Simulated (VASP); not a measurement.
Write the native input for VASP 6.6.1 that does the following.

* Task: single point
* Functional: LDA
* Potentials or basis: VASP PAW LDA potentials, release 64 (Tl_d)
* Cutoff: 520 eV
* k mesh: 16 × 16 × 16
* Occupations: gaussian, width 0.15 eV
* Spin: no spin polarisation
* Dipole correction: no
* Further INCAR settings: ALGO = Fast; EDIFF = 1e-07; NBANDS = 12

The structure of Tl lies in POSCAR:

```
Tl
1.0
    0.0000000000      2.4910046453      2.4663412330
    2.4663412330      0.0000000000      2.4663412330
    2.4663412330      2.4910046453      0.0000000000
Tl
1
Direct
    0.0000000000      0.0000000000      0.0000000000
```

This cell differs from its parent crystal: strain +0.0100 x Voigt [0, 1, 0, 0, 0, 0].

The input as run:

INCAR

```
ALGO = Fast ; EDIFF = 1E-7
ENCUT = 520 ; GGA = CA
ISIF = 2 ; ISMEAR = 0
LASPH = True ; LCHARG = False
LREAL = False ; LWAVE = False
NBANDS = 12 ; NELM = 60
PREC = Accurate ; SIGMA = 0.15
```

KPOINTS

```
k-points
0
Gamma
  16 16 16
```

Potentials or basis: VASP PAW LDA potentials, release 64 (Tl_d).

Run with:

```bash
$ cat potpaw_LDA.64/Tl_d/POTCAR > POTCAR
$ mpirun -np 1 vasp_std > vasp.out
```

It gave:

The pressure is -3.7 GPa.

Caveat: the cell differs from its parent crystal (strain +0.0100 x Voigt [0, 1, 0, 0, 0, 0]).

It took 65 s on 1 thread of Intel(R) Xeon(R) Platinum 8488C (Sapphire Rapids), with other jobs on the host, peak memory 0.24 GiB.
